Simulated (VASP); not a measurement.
# YI (P-3m1) in VASP: notebook, part 3 of 3

VASP 6.6.1.

### Step 5. Single point, LDA, collinear spin

Input file INCAR:

```
SYSTEM = YI
PREC = Accurate
ENCUT = 520
EDIFF = 1E-6
ISMEAR = -1
SIGMA = 0.05
LREAL = .FALSE.
LASPH = .TRUE.
NELM = 150
ALGO = Normal
ISIF = 2
LWAVE = .FALSE.
LCHARG = .TRUE.
ISPIN = 2
MAGMOM = 0.1 0.1 0 0
LORBIT = 11
NUPDOWN = 0.2
LMAXMIX = 4
GGA = CA
LELF = .TRUE.
LVHAR = .TRUE.
NBANDS = 30
```

Input file KPOINTS:

```
Automatic mesh
0
G
  7 7 3
  0 0 0
```

Input file POSCAR:

```
YI
1.0
    3.9559735753      0.0000000000      0.0000000000
   -1.9779867876      3.4259736129      0.0000000000
    0.0000000000      0.0000000000     11.0794760000
Y I
2 2
Direct
    0.6666666667      0.3333333333      0.6267270000
    0.3333333333      0.6666666667      0.3732730000
    0.3333333333      0.6666666667      0.8199750000
    0.6666666667      0.3333333333      0.1800250000
```

Potentials or basis: VASP PAW LDA potentials, release 64 (Y_sv, I).

Started as:

```
$ cat potpaw_LDA.64/Y_sv/POTCAR potpaw_LDA.64/I/POTCAR > POTCAR
$ mpirun -np 1 vasp_std > vasp.out
```

OUTCAR:

```text
SYSTEM = YI
   PREC = Accurate
   ENCUT = 520
   EDIFF = 1E-6
   ISMEAR = -1
   LREAL = .FALSE.
   LASPH = .TRUE.
   NELM = 150
   ISIF = 2
   ISPIN = 2
   LORBIT = 11
   NUPDOWN = 0.2
   GGA = CA

 ion  position               nearest neighbor table
   1  0.667  0.333  0.627-   3 3.13   3 3.13   3 3.13   2 3.62   2 3.62   2 3.62
   2  0.333  0.667  0.373-   4 3.13   4 3.13   4 3.13   1 3.62   1 3.62   1 3.62
   3  0.333  0.667  0.820-   1 3.13   1 3.13   1 3.13
   4  0.667  0.333  0.180-   2 3.13   2 3.13   2 3.13

  LATTYP: Found a hexagonal cell.
 ALAT       =     3.9559735753
 C/A-ratio  =     2.8006951485

  Lattice vectors:

 A1 = (   3.9559735753,   0.0000000000,   0.0000000000)
 A2 = (  -1.9779867876,   3.4259736129,   0.0000000000)
 A3 = (   0.0000000000,   0.0000000000,  11.0794760000)

Analysis of symmetry for initial positions (statically):
=====================================================================
 Subroutine PRICEL returns:
 Original cell was already a primitive cell.

 Routine SETGRP: Setting up the symmetry group for a
 hexagonal supercell.

 Subroutine GETGRP returns: Found 12 space group operations
 (whereof 12 operations were pure point group operations)
 out of a pool of 24 trial point group operations.

The static configuration has the point symmetry D_3d.

Analysis of symmetry for dynamics (positions and initial velocities):
=====================================================================
 Subroutine PRICEL returns:
 Original cell was already a primitive cell.

 Routine SETGRP: Setting up the symmetry group for a
 hexagonal supercell.

 Subroutine GETGRP returns: Found 12 space group operations
 (whereof 12 operations were pure point group operations)
 out of a pool of 24 trial point group operations.

The dynamic configuration has the point symmetry D_3d.

Analysis of structural, dynamic, and magnetic symmetry:
=====================================================================
 Subroutine PRICEL returns:
 Original cell was already a primitive cell.

 Routine SETGRP: Setting up the symmetry group for a
 hexagonal supercell.

 Subroutine GETGRP returns: Found 12 space group operations
 (whereof 12 operations were pure point group operations)
 out of a pool of 24 trial point group operations.

The overall configuration has the point symmetry D_3d.

 Subroutine INISYM returns: Found 12 space group operations
 (whereof 12 operations are pure point group operations),
 and found     1 'primitive' translations

----------------------------------------------------------------------------------------

                                     Primitive cell

  volume of cell :     150.1608

  direct lattice vectors                    reciprocal lattice vectors
     3.955973575  0.000000000  0.000000000     0.252782275  0.145943914  0.000000000
    -1.977986788  3.425973613  0.000000000     0.000000000  0.291887829  0.000000000
[... 73 lines left out ...]
   NGXF,Y,Z  is equivalent  to a cutoff of  25.21, 25.21, 25.21 a.u.
 SYSTEM =  YI
   PREC   = accura    normal or accurate (medium, high low for compatibility)
   ISTART =      0    job   : 0-new  1-cont  2-samecut
   ICHARG =      2    charge: 1-file 2-atom 10-const
   ISPIN  =      2    spin polarized calculation?
   LNONCOLLINEAR =      F non collinear calculations
   LSORBIT =      F    spin-orbit coupling
   LASPH  =      T    aspherical Exc in radial PAW
   ENCUT  =  520.0 eV  38.22 Ry    6.18 a.u.   7.36  7.36 20.60*2*pi/ulx,y,z
   NELM   =    150;   NELMIN=  2; NELMDL= -5     # of ELM steps
   EDIFF  = 0.1E-05   stopping-criterion for ELM
   LREAL  =      F    real-space projection
[... 7 lines left out ...]
   TEBEG  =    0.0;   TEEND  =   0.0 temperature during run
   PSTRESS=    0.0 pullay stress
   NELECT =      36.0000    total number of electrons
   NUPDOWN=       0.2000    fix difference up-down
   EMIN   =  10.00;   EMAX   =-10.00  energy-range for DOS
   EFERMI =   0.00;   METHOD = LEGACY
   ISMEAR =    -1;   SIGMA  =   0.05  broadening in eV -4-tet -1-fermi 0-gaus
   EFERMI_NEDOS =   21; number of points for ismear=-14 and -15
   IALGO  =     38    algorithm
   IMIX   =      4    mixing-type and parameters
     AMIX     =   0.40;   BMIX     =  1.00
     AMIX_MAG =   1.60;   BMIX_MAG =  1.00
  volume/ion in A,a.u.               =      37.54       253.33
  Fermi-wavevector in a.u.,A,eV,Ry     =   1.017006  1.921862 14.072519  1.034301
  Thomas-Fermi vector in A             =   2.150382
   LORBIT       =     11    0 simple, 1 ext, 2 COOP (PROOUT), +10 PAW based schemes
   GGA     = CA    functional components
   LHFCALC =     F    Hartree Fock is set to
   AEXX    =    0.0000 exact exchange contribution
   IVDW    =     0    specifies the selected vdW correction
   LEPSILON=     F    determine dielectric tensor
   LRPA    =     F    only Hartree local field effects (RPA)
 spin polarized calculation
  energy-cutoff  :      520.00
  volume of cell :      150.16
 maximum number of plane-waves:      4103
 NGX is ok and might be reduce to    30
   NGX = 15   NGY = 15   NGZ = 41

 number of electron      36.0000003 magnetization       0.2000000

 Free energy of the ion-electron system (eV)
  ---------------------------------------------------
  ext. energy  EPLUGINS =         0.00000000
  ---------------------------------------------------
  free energy    TOTEN  =       -21.28931542 eV

  energy without entropy =      -21.23220090  energy(sigma->0) =      -21.26075816

 E-fermi :   3.5547     XC(G=0):  -8.8856

 val. band max:        3.5477247115   @ k =   0.2857   0.2857   0.3333
 cond. band min:       3.5513073472   @ k =   0.2857   0.2857   0.3333
 fundamental gap:      0.0035826357
 Fermi energy:         3.5433969538

 spin component 1

 k-point     1 :       0.0000    0.0000    0.0000
  band No.  band energies     occupation
      1     -39.3583      1.00000
      2     -39.3304      1.00000
      3     -19.5549      1.00000
      4     -19.3973      1.00000
      5     -19.3973      1.00000
      6     -19.3518      1.00000
[... 649 lines left out ...]
     29       8.7156      0.00000
     30       9.4088      0.00000
 Fermi energy:         3.5547313404

 spin component 2

 k-point     1 :       0.0000    0.0000    0.0000
  band No.  band energies     occupation
      1     -39.3352      1.00000
      2     -39.3076      1.00000
      3     -19.5231      1.00000
      4     -19.3710      1.00000
      5     -19.3710      1.00000
      6     -19.3258      1.00000
[... 649 lines left out ...]
     29       8.7444      0.00000
     30       9.4447      0.00000

------------------------ aborting loop because EDIFF is reached ----------------------------------------

  FORCE on cell =-STRESS in cart. coord.  units (eV):
  Direction    XX          YY          ZZ          XY          YZ          ZX
  --------------------------------------------------------------------------------------
  -------------------------------------------------------------------------------------
  Total       -3.0652074     -3.0652074     -2.7485730     -0.0000000      0.0000000      0.0000000
  in kB      -32.7049754    -32.7049754    -29.3265685     -0.0000000      0.0000000      0.0000000
  external PRESSURE =     -31.5788398 kB  Pullay stress =       0.0000000 kB

 VOLUME and BASIS-vectors are now :
 -----------------------------------------------------------------------------
  energy-cutoff  :      520.00
  volume of cell :      150.16
      direct lattice vectors                 reciprocal lattice vectors
     3.955973575  0.000000000  0.000000000     0.252782275  0.145943914  0.000000000
    -1.977986788  3.425973613  0.000000000     0.000000000  0.291887829  0.000000000
     0.000000000  0.000000000 11.079476000     0.000000000  0.000000000  0.090256976

 POSITION                                       TOTAL-FORCE (eV/Angst)
 -----------------------------------------------------------------------------------
      1.97799      1.14199      6.94381        -0.000000      0.000000      0.305208
     -0.00000      2.28398      4.13567        -0.000000     -0.000000     -0.305208
     -0.00000      2.28398      9.08489         0.000000     -0.000000     -0.372115
      1.97799      1.14199      1.99458        -0.000000      0.000000      0.372115
 -----------------------------------------------------------------------------------
    total drift:                               -0.000000      0.000000      0.000000

  FREE ENERGIE OF THE ION-ELECTRON SYSTEM (eV)
  ---------------------------------------------------
  free  energy   TOTEN  =       -21.2893154173 eV

  energy  without entropy=      -21.2322009039  energy(sigma->0) =      -21.26075816

 total charge

# of ion       s       p       d       f       tot
--------------------------------------------------
    1        2.215   6.247   0.881   0.017   9.361
    2        2.215   6.247   0.881   0.017   9.361
    3        1.513   2.790   0.022   0.000   4.325
    4        1.513   2.790   0.022   0.000   4.325
--------------------------------------------------
tot          7.456  18.075   1.806   0.035  27.372

 magnetization (x)

# of ion       s       p       d       f       tot
--------------------------------------------------
    1        0.002   0.008   0.047   0.000   0.057
    2        0.002   0.008   0.047   0.000   0.057
    3       -0.000   0.001   0.000   0.000   0.002
    4       -0.000   0.001   0.000   0.000   0.002
--------------------------------------------------
tot          0.004   0.019   0.094   0.001   0.117
```

OSZICAR:

```text
N       E                     dE             d eps       ncg     rms          rms(c)
DAV:   1     0.191531258138E+03    0.19153E+03   -0.15789E+04  2400   0.105E+03
DAV:   2    -0.384154222256E+01   -0.19537E+03   -0.18784E+03  2910   0.249E+02
DAV:   3    -0.206726161620E+02   -0.16831E+02   -0.16567E+02  3874   0.523E+01
DAV:   4    -0.220802934166E+02   -0.14077E+01   -0.13989E+01  3772   0.134E+01
DAV:   5    -0.221058266846E+02   -0.25533E-01   -0.25523E-01  3386   0.193E+00    0.354E+01
DAV:   6    -0.214693650629E+02    0.63646E+00   -0.74360E-01  2844   0.374E+00    0.222E+01
DAV:   7    -0.213113661501E+02    0.15800E+00   -0.11980E+00  2840   0.430E+00    0.256E+00
DAV:   8    -0.212927081585E+02    0.18658E-01   -0.11923E-01  2760   0.153E+00    0.136E+00
DAV:   9    -0.212895102989E+02    0.31979E-02   -0.24198E-02  2882   0.741E-01    0.495E-01
DAV:  10    -0.212893332868E+02    0.17701E-03   -0.24570E-03  2956   0.235E-01    0.226E-01
DAV:  11    -0.212893126282E+02    0.20659E-04   -0.38997E-04  3084   0.112E-01    0.680E-02
DAV:  12    -0.212893144059E+02   -0.17777E-05   -0.68506E-05  3700   0.394E-02    0.334E-02
DAV:  13    -0.212893155400E+02   -0.11341E-05   -0.95262E-06  2972   0.134E-02    0.186E-02
DAV:  14    -0.212893154173E+02    0.12270E-06   -0.45191E-06  2816   0.962E-03
   1 F= -.21289315E+02 E0= -.21260758E+02  d E =-.571145E-01  mag=     0.2000
```

stdout:

```text
POSCAR found type information on POSCAR Y I
 POSCAR found :  2 types and       4 ions
 scaLAPACK will be used
 LDA part: xc-table for (Slater(with rela. corr.)+CA(PZ))
 , standard interpolation
 POSCAR, INCAR and KPOINTS ok, starting setup
 FFT: planning ... GRIDC
 FFT: planning ... GRID_SOFT
 FFT: planning ... GRID
 WAVECAR not read
 entering main loop
```

Run time: 2 min. Hardware: 1 thread of AMD EPYC 9R45 (Zen 5), shared host; peak memory 0.29 GiB.

What came out:

```yaml
Free_energy: -21.2893 eV
Pressure: -3.2 GPa
Largest_force: 0.372 eV/Å
Net_moment: 0.20 μB per cell
Site_moments: Y +0.06; I +0.00 μB
Valence_electrons_inside_the_program's_atomic_spheres: Y 9.36; I 4.33
```

Forces on the atoms (eV/Å):
```
Y    0.000  0.000  0.305
Y    0.000  0.000 -0.305
I    0.000  0.000 -0.372
I    0.000  0.000  0.372
```

Caveat: the cell stands under tension; spin-orbit coupling is left out, which moves the levels of the heavy elements; the total moment is fixed, so each spin has its own Fermi level and the state may be an excited one.

### Step 6. Single point, LDA, collinear spin

Input file INCAR:

```
PREC = Accurate
ENCUT = 520
EDIFF = 1E-6
ISMEAR = -1
SIGMA = 0.05
LREAL = F
LASPH = T
NELM = 150
ALGO = Normal
ISIF = 2
LWAVE = F
LCHARG = T
ISPIN = 2
MAGMOM = 0.205 0.205 0 0
LORBIT = 11
NUPDOWN = 0.41
LMAXMIX = 4
LELF = T
LVHAR = T
NBANDS = 30
```

Input file KPOINTS:

```
regular mesh
0
Gamma
  7 7 3
```

POSCAR is that of step 5.

Potentials or basis: VASP PAW LDA potentials, release 64 (Y_sv, I).

Started as:

```
$ cat potpaw_LDA.64/Y_sv/POTCAR potpaw_LDA.64/I/POTCAR > POTCAR
$ mpirun -np 1 vasp_std > vasp.out
```

Run time: 1.8 min. Hardware: 1 thread of AMD EPYC 9R45 (Zen 5), shared host; peak memory 0.29 GiB.

The run converged. Its results:

```
Free energy                                           : -21.2910 eV
Pressure                                              : -3.2 GPa
Largest force                                         : 0.370 eV/Å
Net moment                                            : 0.41 μB per cell
Site moments                                          : Y +0.12; I +0.00 μB
Valence electrons inside the program's atomic spheres : Y 9.36; I 4.33
```

Forces on the atoms (eV/Å):
```
Y    0.000  0.000  0.296
Y    0.000  0.000 -0.296
I    0.000  0.000 -0.370
I    0.000  0.000  0.370
```

Stress tensor (GPa, compression positive):
```
-3.27  0.00  0.00
 0.00 -3.27  0.00
 0.00  0.00 -2.97
```

Caveat: the cell stands under tension; spin-orbit coupling is left out, which moves the levels of the heavy elements; the total moment is fixed, so each spin has its own Fermi level and the state may be an excited one.

### Step 7. Overview

| spin | fixed moment (μB) | gap on the mesh (eV) | pressure (GPa) | moment (μB) | largest force (eV/Å) |
| --- | --- | --- | --- | --- | --- |
| off | - | none | -3.2 | - | 0.37 |
| collinear, zero start | 0.0 | - | -3.1 | 0.00 | 0.37 |
| collinear | - | none | -3.1 | 0.87 | 0.36 |
| collinear | 0.2 | - | -3.2 | 0.20 | 0.37 |
| collinear | 0.41 | - | -3.2 | 0.41 | 0.37 |

Alike in all rows: task single point; level LDA; potentials or basis VASP PAW LDA potentials, release 64 (Y_sv, I); cell as given; k mesh 7 × 7 × 3; cutoff (eV) 520; smearing fermi-dirac 0.05 eV.

Caveats: the cell stands under tension; spin-orbit coupling is left out, which moves the levels of the heavy elements; the total moment is fixed, so each spin has its own Fermi level and the state may be an excited one (at least some runs); the total moment is fixed, so each spin has its own Fermi level (at least some runs); a moment this small can come from the mesh or the smearing (at least some runs).

Total energies depend on the potentials used, so only differences within one code and one set of settings carry meaning.
